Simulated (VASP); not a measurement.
# SnO2 (P4_2/mnm) in VASP: further runs, part 3 of 3

VASP 6.6.1. The steps go on from the part before.

### 5 Electric field gradients, LDA (volume scaled by 1.04)

INCAR

```
SYSTEM = SnO2
ALGO = Normal ; EDIFF = 1E-8
ENCUT = 520 ; ISIF = 2
ISMEAR = -1 ; LASPH = .True.
LCHARG = .False. ; LEFG = .True.
LREAL = .False. ; LWAVE = .False.
NBANDS = 35 ; NELM = 80
PREC = Accurate ; SIGMA = 0.03
```

KPOINTS

```
k-points
0
Gamma
  4 4 6
  0 0 0
```

POSCAR

```
SnO2
1.0
    4.7996907017      0.0000000000      0.0000000000
    0.0000000000      4.7996907017      0.0000000000
    0.0000000000      0.0000000000      3.2283311243
Sn O
2 4
Direct
    0.0000000000      0.0000000000      0.0000000000
    0.5000000000      0.5000000000      0.5000000000
    0.3056200000      0.3056200000      0.0000000000
    0.1943800000      0.8056200000      0.5000000000
    0.6943800000      0.6943800000      0.0000000000
    0.8056200000      0.1943800000      0.5000000000
```

Potentials or basis: VASP PAW LDA potentials, release 64 (Sn_d, O).

On the command line:

```sh
cat potpaw_LDA.64/Sn_d/POTCAR potpaw_LDA.64/O/POTCAR > POTCAR
mpirun -np 1 vasp_std > vasp.out
```

OUTCAR:

```text
SYSTEM = SnO2
   EDIFF = 1E-8
   ENCUT = 520
   ISIF = 2
   ISMEAR = -1
   LASPH = .True.
   LREAL = .False.
   NELM = 80
   PREC = Accurate

 ion  position               nearest neighbor table
   1  0.000  0.000  0.000-   3 2.07   5 2.07   4 2.08   6 2.08   4 2.08   6 2.08   2 3.76   2 3.76
                             2 3.76   2 3.76   2 3.76   2 3.76   2 3.76   2 3.76
   2  0.500  0.500  0.500-   4 2.07   6 2.07   5 2.08   3 2.08   3 2.08   5 2.08   1 3.76   1 3.76
                             1 3.76   1 3.76   1 3.76   1 3.76   1 3.76   1 3.76
   3  0.306  0.306  0.000-   1 2.07   2 2.08   2 2.08
   4  0.194  0.806  0.500-   2 2.07   1 2.08   1 2.08
   5  0.694  0.694  0.000-   1 2.07   2 2.08   2 2.08
   6  0.806  0.194  0.500-   2 2.07   1 2.08   1 2.08

  LATTYP: Found a simple tetragonal cell.
 ALAT       =     4.7996907017
 C/A-ratio  =     0.6726123254

  Lattice vectors:

 A1 = (   4.7996907017,   0.0000000000,   0.0000000000)
 A2 = (   0.0000000000,   4.7996907017,   0.0000000000)
 A3 = (   0.0000000000,   0.0000000000,   3.2283311243)

Analysis of symmetry for initial positions (statically):
=====================================================================
 Subroutine PRICEL returns:
 Original cell was already a primitive cell.

 Routine SETGRP: Setting up the symmetry group for a
 simple tetragonal supercell.

 Subroutine GETGRP returns: Found 16 space group operations
 (whereof  8 operations were pure point group operations)
 out of a pool of 16 trial point group operations.

The static configuration has the point symmetry D_2h.
 The point group associated with its full space group is D_4h.

Analysis of symmetry for dynamics (positions and initial velocities):
=====================================================================
 Subroutine PRICEL returns:
 Original cell was already a primitive cell.

 Routine SETGRP: Setting up the symmetry group for a
 simple tetragonal supercell.

 Subroutine GETGRP returns: Found 16 space group operations
 (whereof  8 operations were pure point group operations)
 out of a pool of 16 trial point group operations.

The dynamic configuration has the point symmetry D_2h.
 The point group associated with its full space group is D_4h.

 Subroutine INISYM returns: Found 16 space group operations
 (whereof  8 operations are pure point group operations),
 and found     1 'primitive' translations

----------------------------------------------------------------------------------------

                                     Primitive cell

  volume of cell :      74.3712

  direct lattice vectors                    reciprocal lattice vectors
     4.799690702  0.000000000  0.000000000     0.208346759  0.000000000  0.000000000
     0.000000000  4.799690702  0.000000000     0.000000000  0.208346759  0.000000000
     0.000000000  0.000000000  3.228331124     0.000000000  0.000000000  0.309757569

  length of vectors
     4.799690702  4.799690702  3.228331124     0.208346759  0.208346759  0.309757569

[... 110 lines left out ...]
  Thomas-Fermi vector in A             =   2.570343
   LORBIT       =      0    0 simple, 1 ext, 2 COOP (PROOUT), +10 PAW based schemes
   GGA     = CA    functional components
   LHFCALC =     F    Hartree Fock is set to
   AEXX    =    0.0000 exact exchange contribution
   IVDW    =     0    specifies the selected vdW correction
   LEPSILON=     F    determine dielectric tensor
   LRPA    =     F    only Hartree local field effects (RPA)
 non-spin polarized calculation
  energy-cutoff  :      520.00
  volume of cell :       74.37
 maximum number of plane-waves:      2048
 NGX is ok and might be reduce to    36
   NGX = 17   NGY = 17   NGZ = 13

 number of electron      52.0000008 magnetization

 Free energy of the ion-electron system (eV)
  ---------------------------------------------------
  ext. energy  EPLUGINS =         0.00000000
  ---------------------------------------------------
  free energy    TOTEN  =       -42.21263752 eV

  energy without entropy =      -42.21263737  energy(sigma->0) =      -42.21263744

 E-fermi :   5.7631     XC(G=0): -11.5991

 val. band max:        5.4174219651   @ k =   0.0000   0.0000   0.0000
 cond. band min:       6.1087427787   @ k =   0.0000   0.0000   0.0000
 fundamental gap:      0.6913208136
 Fermi energy:         5.7631032300

 k-point     1 :       0.0000    0.0000    0.0000
  band No.  band energies     occupation
      1     -15.5387      2.00000
      2     -14.8586      2.00000
      3     -14.6485      2.00000
      4     -14.6260      2.00000
      5     -14.6260      2.00000
      6     -14.5514      2.00000
[... 901 lines left out ...]
     34      15.8959      0.00000
     35      18.0386      0.00000

------------------------ aborting loop because EDIFF is reached ----------------------------------------

  FORCE on cell =-STRESS in cart. coord.  units (eV):
  Direction    XX          YY          ZZ          XY          YZ          ZX
  --------------------------------------------------------------------------------------
  -------------------------------------------------------------------------------------
  Total       -3.3778922     -3.3778922     -3.9326895      0.0000000      0.0000000      0.0000000
  in kB      -72.7699020    -72.7699020    -84.7218964      0.0000000      0.0000000      0.0000000
  external PRESSURE =     -76.7539001 kB  Pullay stress =       0.0000000 kB

 VOLUME and BASIS-vectors are now :
 -----------------------------------------------------------------------------
  energy-cutoff  :      520.00
  volume of cell :       74.37
      direct lattice vectors                 reciprocal lattice vectors
     4.799690702  0.000000000  0.000000000     0.208346759  0.000000000  0.000000000
     0.000000000  4.799690702  0.000000000     0.000000000  0.208346759  0.000000000
     0.000000000  0.000000000  3.228331124     0.000000000  0.000000000  0.309757569

 POSITION                                       TOTAL-FORCE (eV/Angst)
 -----------------------------------------------------------------------------------
      0.00000      0.00000      0.00000         0.000000      0.000000     -0.000000
      2.39985      2.39985      1.61417         0.000000      0.000000     -0.000000
      1.46688      1.46688      0.00000         0.123732      0.123732     -0.000000
      0.93296      3.86673      1.61417        -0.123732      0.123732     -0.000000
      3.33281      3.33281      0.00000        -0.123732     -0.123732      0.000000
      3.86673      0.93296      1.61417         0.123732     -0.123732      0.000000
 -----------------------------------------------------------------------------------
    total drift:                                0.000000      0.000000      0.000000

  FREE ENERGIE OF THE ION-ELECTRON SYSTEM (eV)
  ---------------------------------------------------
  free  energy   TOTEN  =       -42.2126375214 eV

  energy  without entropy=      -42.2126373661  energy(sigma->0) =      -42.21263744

 Electric field gradients (V/A^2)
---------------------------------------------------------------------
 ion       V_xx      V_yy      V_zz      V_xy      V_xz      V_yz
---------------------------------------------------------------------
   1      23.732    23.732   -47.463   -29.571    -0.000     0.000
   2      23.732    23.732   -47.463    29.571    -0.000     0.000
   3     -24.035   -24.035    48.071    86.767     0.000     0.000
   4     -24.035   -24.035    48.071   -86.767    -0.000    -0.000
   5     -24.035   -24.035    48.071    86.767    -0.000     0.000
   6     -24.035   -24.035    48.071   -86.767     0.000     0.000
---------------------------------------------------------------------

 Electric field gradients after diagonalization (V/A^2)
 (convention: |V_zz| > |V_xx| > |V_yy|)
----------------------------------------------------------------------
 ion       V_xx      V_yy      V_zz     asymmetry (V_yy - V_xx)/ V_zz
----------------------------------------------------------------------
   1     -47.463    -5.839    53.303       0.781
   2     -47.463    -5.839    53.303       0.781
   3      62.732    48.071  -110.803       0.132
   4      62.732    48.071  -110.803       0.132
   5      62.732    48.071  -110.803       0.132
   6      62.732    48.071  -110.803       0.132
----------------------------------------------------------------------

           NMR quadrupolar parameters

 Cq : quadrupolar parameter    Cq=e*Q*V_zz/h
 eta: asymmetry parameters     (V_yy - V_xx)/ V_zz
 Q  : nuclear electric quadrupole moment in mb (millibarn)
----------------------------------------------------------------------
 ion       Cq(MHz)       eta       Q (mb)
----------------------------------------------------------------------
   1       0.129       0.781       1.000
   2       0.129       0.781       1.000
   3      -0.268       0.132       1.000
   4      -0.268       0.132       1.000
   5      -0.268       0.132       1.000
   6      -0.268       0.132       1.000
----------------------------------------------------------------------
```

OSZICAR:

```text
N       E                     dE             d eps       ncg     rms          rms(c)
DAV:   1     0.629517139020E+03    0.62952E+03   -0.25545E+04  1867   0.231E+03
DAV:   2     0.550029722888E+02   -0.57451E+03   -0.54157E+03  1776   0.607E+02
DAV:   3    -0.428902428370E+02   -0.97893E+02   -0.95672E+02  1830   0.208E+02
DAV:   4    -0.481255500980E+02   -0.52353E+01   -0.51969E+01  2116   0.518E+01
DAV:   5    -0.482636782558E+02   -0.13813E+00   -0.13791E+00  2082   0.893E+00    0.154E+01
DAV:   6    -0.422928180375E+02    0.59709E+01   -0.16820E+01  2637   0.643E+01    0.623E+00
DAV:   7    -0.423092143146E+02   -0.16396E-01   -0.19613E+00  1960   0.782E+00    0.314E+00
DAV:   8    -0.422277032510E+02    0.81511E-01   -0.23338E-01  2486   0.391E+00    0.724E-01
DAV:   9    -0.422124665925E+02    0.15237E-01   -0.31887E-02  2759   0.279E+00    0.122E-01
DAV:  10    -0.422126423187E+02   -0.17573E-03   -0.36473E-03  2389   0.551E-01    0.553E-02
DAV:  11    -0.422126369948E+02    0.53240E-05   -0.18543E-04  2714   0.166E-01    0.233E-02
DAV:  12    -0.422126396023E+02   -0.26075E-05   -0.17694E-05  1952   0.255E-02    0.164E-02
DAV:  13    -0.422126374721E+02    0.21302E-05   -0.89729E-06  2549   0.322E-02    0.150E-03
DAV:  14    -0.422126375189E+02   -0.46793E-07   -0.68966E-07  1986   0.579E-03    0.741E-04
DAV:  15    -0.422126375214E+02   -0.24647E-08   -0.18175E-08  1757   0.214E-03
   1 F= -.42212638E+02 E0= -.42212637E+02  d E =-.155305E-06
```

stdout:

```text
POSCAR found type information on POSCAR SnO
 POSCAR found :  2 types and       6 ions
 scaLAPACK will be used
 LDA part: xc-table for (Slater(with rela. corr.)+CA(PZ))
 , standard interpolation
 POSCAR, INCAR and KPOINTS ok, starting setup
 FFT: planning ... GRIDC
 FFT: planning ... GRID_SOFT
 FFT: planning ... GRID
 WAVECAR not read
 entering main loop
ion   1

ion   2

ion   3

ion   4

ion   5

ion   6
```

Wall time 72 s (1 thread of Intel Xeon 8259CL, shared host); peak memory 0.18 GiB.

Results:

- Free energy: -42.2126 eV
- Pressure: -7.7 GPa
- Largest force: 0.175 eV/Å
- Band gap on the k mesh: 0.69 eV, direct

Forces on the atoms (eV/Å):
```
Sn   0.000  0.000  0.000
Sn   0.000  0.000  0.000
O    0.124  0.124  0.000
O   -0.124  0.124  0.000
O   -0.124 -0.124  0.000
O    0.124 -0.124  0.000
```

Levels at points of the mesh, in eV from the valence-band top:
```tsv
k point	band 24	band 25	band 26	band 27	band 28	band 29
(0.00, 0.00, 0.00)	-0.78	-0.78	0.00	0.69	5.61	5.86
(0.50, 0.00, 0.00)	-1.25	-0.63	-0.63	3.89	3.89	6.61
(0.50, 0.50, 0.00)	-1.38	-0.88	-0.88	4.28	4.28	7.03
(0.00, 0.00, 0.50)	-1.62	-1.22	-1.22	5.55	5.55	9.19
(0.50, 0.00, 0.50)	-1.07	-0.77	-0.77	5.81	5.81	7.50
(0.50, 0.50, 0.50)	-0.95	-0.81	-0.81	4.25	4.25	8.43
```

Electric field gradients, principal values (V/Å²):
```tsv
atom	least	middle	greatest (by size)
1 Sn	-5.839	-47.463	53.303
2 Sn	-5.839	-47.463	53.303
3 O	48.071	62.732	-110.803
4 O	48.071	62.732	-110.803
5 O	48.071	62.732	-110.803
6 O	48.071	62.732	-110.803
```

Caveat: without QUAD_EFG the Cq values of the log hold for a quadrupole moment of 1 mb, not for the nuclei; spin-orbit coupling is left out, which moves the levels of the heavy elements.

### 6 Electric field gradients, LDA (volume scaled by 1.04)

INCAR

```
PREC     = Accurate       # precision mode
ENCUT    = 520            # plane-wave cutoff, eV
EDIFF    = 1E-8           # SCF threshold, eV
ISMEAR   = -1             # smearing method
SIGMA    = 0.03           # smearing width, eV
LREAL    = F              # projectors in reciprocal space
LASPH    = T              # aspherical terms in the spheres
NELM     = 60             # most SCF steps
ALGO     = Normal         # electronic algorithm
ISIF     = 2              # what is computed and relaxed
LWAVE    = F              # write WAVECAR
LCHARG   = F              # write CHGCAR
LEFG     = T            
NBANDS   = 35             # bands
```

KPOINTS

```
regular mesh
0
Gamma
  4 4 6
```

POSCAR is that of step 5.

Potentials or basis: VASP PAW LDA potentials, release 64 (Sn_d, O).

On the command line:

```sh
cat potpaw_LDA.64/Sn_d/POTCAR potpaw_LDA.64/O/POTCAR > POTCAR
mpirun -np 1 vasp_std > vasp.out
```

OUTCAR:

```text
PREC = Accurate
   ENCUT = 520
   EDIFF = 1E-8
   ISMEAR = -1
   LREAL = F
   LASPH = T
   NELM = 60
   ISIF = 2

 ion  position               nearest neighbor table
   1  0.000  0.000  0.000-   3 2.07   5 2.07   4 2.08   6 2.08   4 2.08   6 2.08   2 3.76   2 3.76
                             2 3.76   2 3.76   2 3.76   2 3.76   2 3.76   2 3.76
   2  0.500  0.500  0.500-   4 2.07   6 2.07   5 2.08   3 2.08   3 2.08   5 2.08   1 3.76   1 3.76
                             1 3.76   1 3.76   1 3.76   1 3.76   1 3.76   1 3.76
   3  0.306  0.306  0.000-   1 2.07   2 2.08   2 2.08
   4  0.194  0.806  0.500-   2 2.07   1 2.08   1 2.08
   5  0.694  0.694  0.000-   1 2.07   2 2.08   2 2.08
   6  0.806  0.194  0.500-   2 2.07   1 2.08   1 2.08

  LATTYP: Found a simple tetragonal cell.
 ALAT       =     4.7996907017
 C/A-ratio  =     0.6726123254

  Lattice vectors:

 A1 = (   4.7996907017,   0.0000000000,   0.0000000000)
 A2 = (   0.0000000000,   4.7996907017,   0.0000000000)
 A3 = (   0.0000000000,   0.0000000000,   3.2283311243)

Analysis of symmetry for initial positions (statically):
=====================================================================
 Subroutine PRICEL returns:
 Original cell was already a primitive cell.

 Routine SETGRP: Setting up the symmetry group for a
[... 1125 lines left out ...]

  FREE ENERGIE OF THE ION-ELECTRON SYSTEM (eV)
  ---------------------------------------------------
  free  energy   TOTEN  =       -42.2126375214 eV

  energy  without entropy=      -42.2126373661  energy(sigma->0) =      -42.21263744

 Electric field gradients (V/A^2)
---------------------------------------------------------------------
 ion       V_xx      V_yy      V_zz      V_xy      V_xz      V_yz
---------------------------------------------------------------------
   1      23.732    23.732   -47.463   -29.571    -0.000     0.000
   2      23.732    23.732   -47.463    29.571    -0.000     0.000
   3     -24.035   -24.035    48.071    86.767     0.000     0.000
   4     -24.035   -24.035    48.071   -86.767    -0.000    -0.000
   5     -24.035   -24.035    48.071    86.767    -0.000     0.000
   6     -24.035   -24.035    48.071   -86.767     0.000     0.000
---------------------------------------------------------------------

 Electric field gradients after diagonalization (V/A^2)
 (convention: |V_zz| > |V_xx| > |V_yy|)
----------------------------------------------------------------------
 ion       V_xx      V_yy      V_zz     asymmetry (V_yy - V_xx)/ V_zz
----------------------------------------------------------------------
   1     -47.463    -5.839    53.303       0.781
   2     -47.463    -5.839    53.303       0.781
   3      62.732    48.071  -110.803       0.132
   4      62.732    48.071  -110.803       0.132
   5      62.732    48.071  -110.803       0.132
   6      62.732    48.071  -110.803       0.132
----------------------------------------------------------------------

           NMR quadrupolar parameters

 Cq : quadrupolar parameter    Cq=e*Q*V_zz/h
 eta: asymmetry parameters     (V_yy - V_xx)/ V_zz
 Q  : nuclear electric quadrupole moment in mb (millibarn)
----------------------------------------------------------------------
 ion       Cq(MHz)       eta       Q (mb)
----------------------------------------------------------------------
   1       0.129       0.781       1.000
   2       0.129       0.781       1.000
   3      -0.268       0.132       1.000
   4      -0.268       0.132       1.000
   5      -0.268       0.132       1.000
   6      -0.268       0.132       1.000
----------------------------------------------------------------------
```

It took 70 s on 1 thread of Intel Xeon 8259CL, shared host; peak memory 0.18 GiB.

Results:

| Property | Result |
| --- | --- |
| Free energy | -42.2126 eV |
| Pressure | -7.7 GPa |
| Largest force | 0.175 eV/Å |
| Band gap on the k mesh | 0.69 eV, direct |

Forces on the atoms (eV/Å):
```
Sn   0.000  0.000  0.000
Sn   0.000  0.000  0.000
O    0.124  0.124  0.000
O   -0.124  0.124  0.000
O   -0.124 -0.124  0.000
O    0.124 -0.124  0.000
```

Levels at points of the mesh, in eV from the valence-band top:
| k point | band 22 | band 23 | band 24 | band 25 | band 26 | band 27 | band 28 | band 29 | band 30 | band 31 |
| --- | --- | --- | --- | --- | --- | --- | --- | --- | --- | --- |
| (0.00, 0.00, 0.00) | -1.30 | -1.30 | -0.78 | -0.78 | 0.00 | 0.69 | 5.61 | 5.86 | 5.86 | 9.86 |
| (0.50, 0.00, 0.00) | -1.99 | -1.25 | -1.25 | -0.63 | -0.63 | 3.89 | 3.89 | 6.61 | 6.61 | 10.34 |
| (0.50, 0.50, 0.00) | -1.99 | -1.38 | -1.38 | -0.88 | -0.88 | 4.28 | 4.28 | 7.03 | 7.03 | 10.39 |
| (0.00, 0.00, 0.50) | -2.70 | -1.62 | -1.62 | -1.22 | -1.22 | 5.55 | 5.55 | 9.19 | 9.19 | 10.10 |
| (0.50, 0.00, 0.50) | -1.74 | -1.07 | -1.07 | -0.77 | -0.77 | 5.81 | 5.81 | 7.50 | 7.50 | 10.38 |
| (0.50, 0.50, 0.50) | -2.45 | -0.95 | -0.95 | -0.81 | -0.81 | 4.25 | 4.25 | 8.43 | 8.43 | 10.39 |

Electric field gradients, principal values (V/Å²):
```
atom   least   middle  greatest (by size)
1 Sn  -5.839  -47.463              53.303
2 Sn  -5.839  -47.463              53.303
 3 O  48.071   62.732            -110.803
 4 O  48.071   62.732            -110.803
 5 O  48.071   62.732            -110.803
 6 O  48.071   62.732            -110.803
```

Caveat: without QUAD_EFG the Cq values of the log hold for a quadrupole moment of 1 mb, not for the nuclei; spin-orbit coupling is left out, which moves the levels of the heavy elements.

### 7 Summary

| cell | gap on the mesh (eV) | pressure (GPa) | largest force (eV/Å) |
| --- | --- | --- | --- |
| a = 4.706, b = 4.706, c = 3.165 Å, 6 atoms | 1.38 | 4.6 | 0.02 |
| a = 4.753, b = 4.753, c = 3.197 Å, 6 atoms | 1.02 | -2.1 | 0.08 |
| a = 4.800, b = 4.800, c = 3.228 Å, 6 atoms | 0.69 | -7.7 | 0.17 |

Alike in all rows: task electric field gradients; level LDA; potentials or basis VASP PAW LDA potentials, release 64 (Sn_d, O); no spin polarisation; k mesh 4 × 4 × 6; cutoff (eV) 520; smearing fermi-dirac 0.03 eV.

Caveats: spin-orbit coupling is left out, which moves the levels of the heavy elements.

Total energies depend on the potentials used, so only differences within one code and one set of settings carry meaning.
